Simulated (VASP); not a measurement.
# Sn (I4_1/amd) in VASP: notebook

Runs on Sn. Level: PBE. Tasks: electric field gradients.

Everything below comes from runs of VASP 6.6.1. Logs are shortened: lines on timing, memory, paths and dates and some standing lists are left out, and cuts for length are marked.

## Step 1: The cell of the first run

Symmetry: I4_1/amd, No. 141, tetragonal system. The conventional cell has a = 5.908 Å, b = 5.908 Å, c = 3.223 Å, α = 90.00°, β = 90.00°, γ = 90.00°. Within 4.0 Å of Sn (site symmetry -4m2) lie 10 Sn at 3.06 to 3.82 Å.

## Step 2: Electric field gradients, PBE (volume scaled by 1.04)

File INCAR:

```
SYSTEM = Sn
  PREC = Accurate
  ENCUT = 520
  EDIFF = 1E-8
  ISMEAR = -1
  SIGMA = 0.05
  LREAL = .FALSE.
  LASPH = .TRUE.
  NELM = 80
  ALGO = Normal
  ISIF = 2
  LWAVE = .FALSE.
  LCHARG = .FALSE.
  GGA = PE
  LEFG = .TRUE.
  NBANDS = 21
```

File KPOINTS:

```
regular mesh
0
G
  15 15 15
  0 0 0
```

File POSCAR:

```
Sn
1.0
   -2.9542208476      2.9542208476      1.6115820057
    2.9542208476     -2.9542208476      1.6115820057
    2.9542208476      2.9542208476     -1.6115820057
Sn
2
Direct
    0.0000000000      0.0000000000      0.0000000000
    0.7500000000      0.2500000000      0.5000000000
```

Potentials or basis: VASP PAW PBE potentials, release 64 (Sn_d).

On the command line:

```sh
$ cat potpaw_PBE.64/Sn_d/POTCAR > POTCAR
$ mpirun -np 1 vasp_std > vasp.out
```

OUTCAR:

```text
SYSTEM = Sn
   PREC = Accurate
   ENCUT = 520
   EDIFF = 1E-8
   ISMEAR = -1
   LREAL = .FALSE.
   LASPH = .TRUE.
   NELM = 80
   ISIF = 2
   GGA = PE

 ion  position               nearest neighbor table
   1  0.000  0.000  0.000-   2 3.06   2 3.06   2 3.06   2 3.06
   2  0.750  0.250  0.500-   1 3.06   1 3.06   1 3.06   1 3.06

  LATTYP: Found a body centered tetragonal cell.
 ALAT       =     5.9084416952
 C/A-ratio  =     0.5455184595

  Lattice vectors:

 A1 = (  -2.9542208476,   2.9542208476,   1.6115820057)
 A2 = (   2.9542208476,  -2.9542208476,   1.6115820057)
 A3 = (   2.9542208476,   2.9542208476,  -1.6115820057)

Analysis of symmetry for initial positions (statically):
=====================================================================
 Subroutine PRICEL returns:
 Original cell was already a primitive cell.

 Routine SETGRP: Setting up the symmetry group for a
 body centered tetragonal supercell.

 Subroutine GETGRP returns: Found 16 space group operations
 (whereof  8 operations were pure point group operations)
 out of a pool of 16 trial point group operations.

The static configuration has the point symmetry D_2d.
 The point group associated with its full space group is D_4h.

Analysis of symmetry for dynamics (positions and initial velocities):
=====================================================================
 Subroutine PRICEL returns:
 Original cell was already a primitive cell.

 Routine SETGRP: Setting up the symmetry group for a
 body centered tetragonal supercell.

 Subroutine GETGRP returns: Found 16 space group operations
 (whereof  8 operations were pure point group operations)
 out of a pool of 16 trial point group operations.

The dynamic configuration has the point symmetry D_2d.
 The point group associated with its full space group is D_4h.

 Subroutine INISYM returns: Found 16 space group operations
 (whereof  8 operations are pure point group operations),
 and found     1 'primitive' translations

----------------------------------------------------------------------------------------

                                     Primitive cell

  volume of cell :      56.2598

  direct lattice vectors                    reciprocal lattice vectors
    -2.954220848  2.954220848  1.611582006     0.000000000  0.169249364  0.310254147
     2.954220848 -2.954220848  1.611582006     0.169249364  0.000000000  0.310254147
     2.954220848  2.954220848 -1.611582006     0.169249364  0.169249364  0.000000000

  length of vectors
     4.477950222  4.477950222  4.477950222     0.353416161  0.353416161  0.239354746

  position of ions in fractional coordinates (direct lattice)
     0.000000000  0.000000000  0.000000000
     0.750000000  0.250000000  0.500000000

  ion indices of the primitive-cell ions
   primitive index   ion index
                 1           1
                 2           2

----------------------------------------------------------------------------------------

 KPOINTS: regular mesh

Automatic generation of k-mesh.
 Grid dimensions read from file:
 generate k-points for:   15   15   15

 Generating k-lattice:

  Cartesian coordinates                     Fractional coordinates (reciprocal lattice)
     0.000000000  0.011283291  0.020683610     0.066666667 -0.000000000  0.000000000
     0.011283291  0.000000000  0.020683610    -0.000000000  0.066666667  0.000000000
     0.011283291  0.011283291  0.000000000     0.000000000  0.000000000  0.066666667

  Length of vectors
     0.023561077  0.023561077  0.015956983

  Shift w.r.t. Gamma in fractional coordinates (k-lattice)
     0.000000000  0.000000000  0.000000000

 Subroutine IBZKPT returns following result:
 ===========================================

 Found    288 irreducible k-points:

 Following reciprocal coordinates:
            Coordinates               Weight
  0.000000  0.000000  0.000000      1.000000
  0.066667  0.000000 -0.000000      8.000000
  0.133333  0.000000 -0.000000      8.000000
  0.200000  0.000000 -0.000000      8.000000
  0.266667  0.000000 -0.000000      8.000000
  0.333333  0.000000 -0.000000      8.000000
[... 16 lines left out ...]
  0.133333  0.133333  0.000000      8.000000
  0.200000  0.133333 -0.000000     16.000000
 [... further k-points ...]
   k-points           NKPTS =    288   k-points in BZ     NKDIM =    288   number of bands    NBANDS=     21
   number of dos      NEDOS =    301   number of ions     NIONS =      2
   total plane-waves  NPLWV =  46656
   dimension x,y,z NGX =    36 NGY =   36 NGZ =   36
   dimension x,y,z NGXF=    72 NGYF=   72 NGZF=   72
   ions per type =               2
   NGX,Y,Z   is equivalent  to a cutoff of  13.37, 13.37, 13.37 a.u.
   NGXF,Y,Z  is equivalent  to a cutoff of  26.73, 26.73, 26.73 a.u.
 SYSTEM =  Sn
   PREC   = accura    normal or accurate (medium, high low for compatibility)
   ISTART =      0    job   : 0-new  1-cont  2-samecut
   ICHARG =      2    charge: 1-file 2-atom 10-const
   ISPIN  =      1    spin polarized calculation?
   LNONCOLLINEAR =      F non collinear calculations
   LSORBIT =      F    spin-orbit coupling
   LASPH  =      T    aspherical Exc in radial PAW
   ENCUT  =  520.0 eV  38.22 Ry    6.18 a.u.   8.33  8.33  8.33*2*pi/ulx,y,z
   NELM   =     80;   NELMIN=  2; NELMDL= -5     # of ELM steps
   EDIFF  = 0.1E-07   stopping-criterion for ELM
   LREAL  =      F    real-space projection
   EDIFFG = 0.1E-06   stopping-criterion for IOM
   NSW    =      0    number of steps for IOM
   IBRION =     -1    ionic relax: 0-MD 1-quasi-New 2-CG
   NFREE  =      0    steps in history (QN), initial steepest desc. (CG)
   ISIF   =      2    stress and relaxation
   ISYM   =      2    0-nonsym 1-usesym 2-fastsym
   POTIM  = 0.5000    time-step for ionic-motion
   TEBEG  =    0.0;   TEEND  =   0.0 temperature during run
   PSTRESS=    0.0 pullay stress
   NELECT =      28.0000    total number of electrons
   NUPDOWN=      -1.0000    fix difference up-down
   EMIN   =  10.00;   EMAX   =-10.00  energy-range for DOS
   EFERMI =   0.00;   METHOD = LEGACY
   ISMEAR =    -1;   SIGMA  =   0.05  broadening in eV -4-tet -1-fermi 0-gaus
   EFERMI_NEDOS =   21; number of points for ismear=-14 and -15
   IALGO  =     38    algorithm
   IMIX   =      4    mixing-type and parameters
     AMIX     =   0.40;   BMIX     =  1.00
     AMIX_MAG =   1.60;   BMIX_MAG =  1.00
  volume/ion in A,a.u.               =      28.13       189.83
  Fermi-wavevector in a.u.,A,eV,Ry     =   1.297363  2.451660 22.900645  1.683150
  Thomas-Fermi vector in A             =   2.428760
   LORBIT       =      0    0 simple, 1 ext, 2 COOP (PROOUT), +10 PAW based schemes
   GGA     = PE    functional components
   LHFCALC =     F    Hartree Fock is set to
   AEXX    =    0.0000 exact exchange contribution
   IVDW    =     0    specifies the selected vdW correction
   LEPSILON=     F    determine dielectric tensor
   LRPA    =     F    only Hartree local field effects (RPA)
 non-spin polarized calculation
  energy-cutoff  :      520.00
  volume of cell :       56.26
 maximum number of plane-waves:      1533
 NGX is ok and might be reduce to    36
   NGX = 17   NGY = 17   NGZ = 17

 number of electron      27.9999988 magnetization

 Free energy of the ion-electron system (eV)
  ---------------------------------------------------
  ext. energy  EPLUGINS =         0.00000000
  ---------------------------------------------------
  free energy    TOTEN  =        -7.61286786 eV

  energy without entropy =       -7.60488591  energy(sigma->0) =       -7.60887689

 E-fermi :   7.5337     XC(G=0): -10.1371

 val. band max:        7.5261803395   @ k =  -0.2000   0.2000   0.0667
 cond. band min:       7.5448863852   @ k =   0.2667   0.0667  -0.0000
 fundamental gap:      0.0187060457
 Fermi energy:         7.5336788724

 k-point     1 :       0.0000    0.0000    0.0000
  band No.  band energies     occupation
      1     -14.0691      2.00000
      2     -13.9952      2.00000
      3     -13.9534      2.00000
      4     -13.9445      2.00000
      5     -13.8131      2.00000
      6     -13.8131      2.00000
[... 13 lines left out ...]
     20      17.2342      0.00000
     21      17.8875      0.00000
[... 529 lines left out ...]
 k-point    24 :       0.2000    0.1333   -0.0000
  band No.  band energies     occupation
      1     -14.0313      2.00000
      2     -13.9137      2.00000
      3     -13.9095      2.00000
      4     -13.8700      2.00000
      5     -13.8649      2.00000
      6     -13.8498      2.00000
[... 13 lines left out ...]
     20      14.5680      0.00000
     21      15.4362      0.00000

 [... further k-points ...]

------------------------ aborting loop because EDIFF is reached ----------------------------------------

  FORCE on cell =-STRESS in cart. coord.  units (eV):
  Direction    XX          YY          ZZ          XY          YZ          ZX
  --------------------------------------------------------------------------------------
  -------------------------------------------------------------------------------------
  Total        0.2657903      0.2657903     -0.0543529      0.0000000      0.0000000      0.0000000
  in kB        7.5692245      7.5692245     -1.5478732      0.0000000      0.0000000      0.0000000
  external PRESSURE =       4.5301920 kB  Pullay stress =       0.0000000 kB

 VOLUME and BASIS-vectors are now :
 -----------------------------------------------------------------------------
  energy-cutoff  :      520.00
  volume of cell :       56.26
      direct lattice vectors                 reciprocal lattice vectors
    -2.954220848  2.954220848  1.611582006     0.000000000  0.169249364  0.310254147
     2.954220848 -2.954220848  1.611582006     0.169249364  0.000000000  0.310254147
     2.954220848  2.954220848 -1.611582006     0.169249364  0.169249364  0.000000000

 POSITION                                       TOTAL-FORCE (eV/Angst)
 -----------------------------------------------------------------------------------
      0.00000      0.00000      0.00000        -0.000000     -0.000000     -0.000000
      0.00000      2.95422      0.80579         0.000000      0.000000      0.000000
 -----------------------------------------------------------------------------------
    total drift:                               -0.000000      0.000000     -0.000000

  FREE ENERGIE OF THE ION-ELECTRON SYSTEM (eV)
  ---------------------------------------------------
  free  energy   TOTEN  =        -7.6128678612 eV

  energy  without entropy=       -7.6048859126  energy(sigma->0) =       -7.60887689

 Electric field gradients (V/A^2)
---------------------------------------------------------------------
 ion       V_xx      V_yy      V_zz      V_xy      V_xz      V_yz
---------------------------------------------------------------------
   1     -21.356   -21.356    42.713     0.002     0.002     0.002
   2     -21.356   -21.356    42.713     0.002     0.002     0.002
---------------------------------------------------------------------

 Electric field gradients after diagonalization (V/A^2)
 (convention: |V_zz| > |V_xx| > |V_yy|)
----------------------------------------------------------------------
 ion       V_xx      V_yy      V_zz     asymmetry (V_yy - V_xx)/ V_zz
----------------------------------------------------------------------
   1     -21.358   -21.354    42.713       0.000
   2     -21.358   -21.354    42.713       0.000
----------------------------------------------------------------------

           NMR quadrupolar parameters

 Cq : quadrupolar parameter    Cq=e*Q*V_zz/h
 eta: asymmetry parameters     (V_yy - V_xx)/ V_zz
 Q  : nuclear electric quadrupole moment in mb (millibarn)
----------------------------------------------------------------------
 ion       Cq(MHz)       eta       Q (mb)
----------------------------------------------------------------------
   1       0.103       0.000       1.000
   2       0.103       0.000       1.000
----------------------------------------------------------------------
```

Wall time 13 min (1 thread of AMD EPYC 7R13, shared host); peak memory 0.37 GiB.

Results:

```yaml
Free_energy: -7.6129 eV
Pressure: 0.5 GPa
Band_gap_on_the_k_mesh: zero (band 14 reaches 8.97 eV, above the bottom of band 15 at 4.86 eV)
```

Levels at points of the mesh, in eV from the Fermi level:
| k point | band 11 | band 12 | band 13 | band 14 | band 15 | band 16 | band 17 | band 18 |
| --- | --- | --- | --- | --- | --- | --- | --- | --- |
| (0.00, 0.00, 0.00) | -10.86 | -3.72 | -1.87 | -1.87 | 3.04 | 6.06 | 6.06 | 6.59 |

Electric field gradients, principal values (V/Å²):
| atom | least | middle | greatest (by size) |
| --- | --- | --- | --- |
| 1 Sn | -21.354 | -21.358 | 42.713 |
| 2 Sn | -21.354 | -21.358 | 42.713 |

Caveat: without QUAD_EFG the Cq values of the log hold for a quadrupole moment of 1 mb, not for the nuclei; spin-orbit coupling is left out, which moves the levels of the heavy elements.

## Step 3: Electric field gradients, PBE (volume scaled by 1.04)

File INCAR:

```
PREC = Accurate ; ENCUT = 520
EDIFF = 1E-8 ; ISMEAR = -1
SIGMA = 0.05 ; LREAL = F
LASPH = T ; NELM = 60
ALGO = Normal ; ISIF = 2
LWAVE = F ; LCHARG = F
GGA = PE ; LEFG = T
NBANDS = 21
```

File KPOINTS:

```
regular mesh
0
Gamma
  15 15 15
```

POSCAR is that of step 2.

Potentials or basis: VASP PAW PBE potentials, release 64 (Sn_d).

On the command line:

```sh
$ cat potpaw_PBE.64/Sn_d/POTCAR > POTCAR
$ mpirun -np 1 vasp_std > vasp.out
```

OUTCAR:

```text
PREC = Accurate
   ENCUT = 520
   EDIFF = 1E-8
   ISMEAR = -1
   LREAL = F
   LASPH = T
   NELM = 60
   ISIF = 2
   GGA = PE

 ion  position               nearest neighbor table
   1  0.000  0.000  0.000-   2 3.06   2 3.06   2 3.06   2 3.06
   2  0.750  0.250  0.500-   1 3.06   1 3.06   1 3.06   1 3.06

  LATTYP: Found a body centered tetragonal cell.
 ALAT       =     5.9084416952
 C/A-ratio  =     0.5455184595

  Lattice vectors:

 A1 = (  -2.9542208476,   2.9542208476,   1.6115820057)
 A2 = (   2.9542208476,  -2.9542208476,   1.6115820057)
[... 791 lines left out ...]
  free  energy   TOTEN  =        -7.6128678612 eV

  energy  without entropy=       -7.6048859126  energy(sigma->0) =       -7.60887689

 Electric field gradients (V/A^2)
---------------------------------------------------------------------
 ion       V_xx      V_yy      V_zz      V_xy      V_xz      V_yz
---------------------------------------------------------------------
   1     -21.356   -21.356    42.713     0.002     0.002     0.002
   2     -21.356   -21.356    42.713     0.002     0.002     0.002
---------------------------------------------------------------------

 Electric field gradients after diagonalization (V/A^2)
 (convention: |V_zz| > |V_xx| > |V_yy|)
----------------------------------------------------------------------
 ion       V_xx      V_yy      V_zz     asymmetry (V_yy - V_xx)/ V_zz
----------------------------------------------------------------------
   1     -21.358   -21.354    42.713       0.000
   2     -21.358   -21.354    42.713       0.000
----------------------------------------------------------------------

           NMR quadrupolar parameters

 Cq : quadrupolar parameter    Cq=e*Q*V_zz/h
 eta: asymmetry parameters     (V_yy - V_xx)/ V_zz
 Q  : nuclear electric quadrupole moment in mb (millibarn)
----------------------------------------------------------------------
 ion       Cq(MHz)       eta       Q (mb)
----------------------------------------------------------------------
   1       0.103       0.000       1.000
   2       0.103       0.000       1.000
----------------------------------------------------------------------
```

OSZICAR:

```text
N       E                     dE             d eps       ncg     rms          rms(c)
DAV:   1     0.222557451616E+03    0.22256E+03   -0.14410E+04 12267   0.206E+03
DAV:   2     0.154861778380E+02   -0.20707E+03   -0.20300E+03 12166   0.453E+02
DAV:   3    -0.689166541633E+01   -0.22378E+02   -0.22205E+02 14039   0.135E+02
DAV:   4    -0.760131353024E+01   -0.70965E+00   -0.70926E+00 13636   0.266E+01
DAV:   5    -0.763028759671E+01   -0.28974E-01   -0.28973E-01 17225   0.506E+00    0.223E+00
DAV:   6    -0.761595163471E+01    0.14336E-01   -0.31024E-02 16393   0.243E+00    0.125E+00
DAV:   7    -0.761287666348E+01    0.30750E-02   -0.18102E-02 16360   0.186E+00    0.162E-01
DAV:   8    -0.761286099715E+01    0.15666E-04   -0.20068E-03 14619   0.583E-01    0.365E-02
DAV:   9    -0.761286860809E+01   -0.76109E-05   -0.63114E-05 16440   0.729E-02    0.113E-02
DAV:  10    -0.761286804927E+01    0.55882E-06   -0.69733E-06 15257   0.340E-02    0.163E-03
DAV:  11    -0.761286810614E+01   -0.56872E-07   -0.35025E-07 15252   0.703E-03    0.939E-04
DAV:  12    -0.761286784411E+01    0.26204E-06   -0.35774E-08 12012   0.205E-03    0.240E-04
DAV:  13    -0.761286786462E+01   -0.20509E-07   -0.30791E-09  7983   0.624E-04    0.628E-05
DAV:  14    -0.761286785109E+01    0.13530E-07   -0.11706E-09  7233   0.417E-04    0.307E-05
DAV:  15    -0.761286786296E+01   -0.11874E-07   -0.52859E-10  7023   0.300E-04    0.927E-06
DAV:  16    -0.761286786115E+01    0.18063E-08   -0.23696E-10  6943   0.191E-04
   1 F= -.76128679E+01 E0= -.76088769E+01  d E =-.798195E-02
```

stdout:

```text
POSCAR found type information on POSCAR Sn
 POSCAR found :  1 types and       2 ions
 scaLAPACK will be used
 LDA part: xc-table for (Slater+PW92), standard interpolation
 POSCAR, INCAR and KPOINTS ok, starting setup
 FFT: planning ... GRIDC
 FFT: planning ... GRID_SOFT
 FFT: planning ... GRID
 WAVECAR not read
 entering main loop
ion   1

ion   2
```

It took 13 min on 1 thread of AMD EPYC 7R13, shared host; peak memory 0.37 GiB.

What came out:

```
Free energy            : -7.6129 eV
Pressure               : 0.5 GPa
Band gap on the k mesh : zero (band 14 reaches 8.97 eV, above the bottom of band 15 at 4.86 eV)
```

Electric field gradients, principal values (V/Å²):
```csv
atom,least,middle,greatest (by size)
1 Sn,-21.354,-21.358,42.713
2 Sn,-21.354,-21.358,42.713
```

Caveat: without QUAD_EFG the Cq values of the log hold for a quadrupole moment of 1 mb, not for the nuclei; spin-orbit coupling is left out, which moves the levels of the heavy elements.
